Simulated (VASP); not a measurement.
# LiH: relaxation of cell and atoms with PBE

The system is LiH.

```
Li H
1.0
     2.96594    0.00000    0.00000
     0.00000    2.96594    0.00000
     0.00000    0.00000    4.58468
Li H
2 2
Direct
  0.00000 0.50000 0.50000
  0.50000 0.00000 0.00000
  0.50000 0.50000 0.25000
  0.50000 0.50000 0.75000
```

The cell was generated, and may not be a known phase.

```
Program                : VASP 6.6.1
Task                   : relaxation of cell and atoms
Functional             : PBE
Potentials or basis    : VASP PAW PBE potentials, release 64 (Li_sv, H)
Cutoff                 : 600 eV
k mesh                 : 16 × 16 × 10
Occupations            : gaussian, width 0.1 eV
Spin                   : no spin polarisation
Dipole correction      : no
Further INCAR settings : ALGO = Normal; EDIFF = 1e-06; IBRION = 2; EDIFFG = -0.01; NSW = 100; ISIF = 3
```

```json
{"Relaxed volume": "10.25 Å³/atom", "Relaxed cell": "a = 2.827 Å, b = 2.827 Å, c = 5.128 Å, α = 90.00°, β = 90.00°, γ = 90.00°", "Space group after relaxing (to 0.1 Å)": "P4_2/mmc (No. 131)", "Energy gained by relaxing": "53.1 meV/atom", "Ionic steps": "9", "Pressure after relaxing": "0.0 GPa", "Band gap on the k mesh": "zero (bands 4 and 5 overlap by 0.05 eV)"}
```

The path:
```
step  energy change (eV)  largest force (eV/Å)  pressure (GPa)  volume (Å³)
   1              0.0000                0.0000            1.61        40.33
   2             -0.1033                0.0000            0.92        40.90
   3             -0.2096                0.0000           -0.75        42.18
   4             -0.2101                0.0000           -0.63        42.10
   5             -0.2101                0.0000           -0.67        42.13
   6             -0.2114                0.0000           -0.47        41.75
   7             -0.2125                0.0000           -0.04        40.99
   8             -0.2125                0.0000           -0.07        41.02
   9             -0.2126                0.0000           -0.02        40.98
```

Final structure:
```cif
data_structure
_symmetry_space_group_name_H-M 'P 1'
_symmetry_Int_Tables_number 1
_cell_length_a 2.8271
_cell_length_b 2.8271
_cell_length_c 5.1278
_cell_angle_alpha 90.000
_cell_angle_beta 90.000
_cell_angle_gamma 90.000
_cell_volume 40.98
loop_
_atom_site_label
_atom_site_type_symbol
_atom_site_fract_x
_atom_site_fract_y
_atom_site_fract_z
_atom_site_occupancy
Li1 Li 0.00000 0.50000 0.50000 1
Li2 Li 0.50000 0.00000 0.00000 1
H1 H 0.50000 0.50000 0.25000 1
H2 H 0.50000 0.50000 0.75000 1
```

Levels at points of the mesh, in eV from the Fermi level:
```
           k point  band 1  band 2  band 3  band 4  band 5  band 6  band 7  band 8
(0.00, 0.00, 0.00)  -46.32  -46.31   -6.28   -4.12    2.57    8.12   10.34   10.34
(0.50, 0.00, 0.00)  -46.30  -46.30   -4.37   -1.83    0.03    4.09    5.24    7.11
(0.50, 0.50, 0.00)  -46.29  -46.29   -3.05    0.08    3.19    5.42    5.42    6.08
(0.00, 0.00, 0.50)  -46.32  -46.32   -5.43   -5.43    6.07    6.07   10.30   10.30
(0.50, 0.00, 0.50)  -46.30  -46.30   -3.97   -2.67    0.21    3.04    7.51    9.65
(0.50, 0.50, 0.50)  -46.29  -46.29   -1.89   -1.89    4.56    4.56    5.00    5.00
```

It took 2.2 min on 1 thread of Intel(R) Xeon(R) 6975P-C (Granite Rapids) (shared host), peak memory 0.22 GiB.

Caveat: the cutoff is under 1.25 times the usual one of these potentials, so pressure, stress and relaxed cells hold a basis-set (Pulay) error.
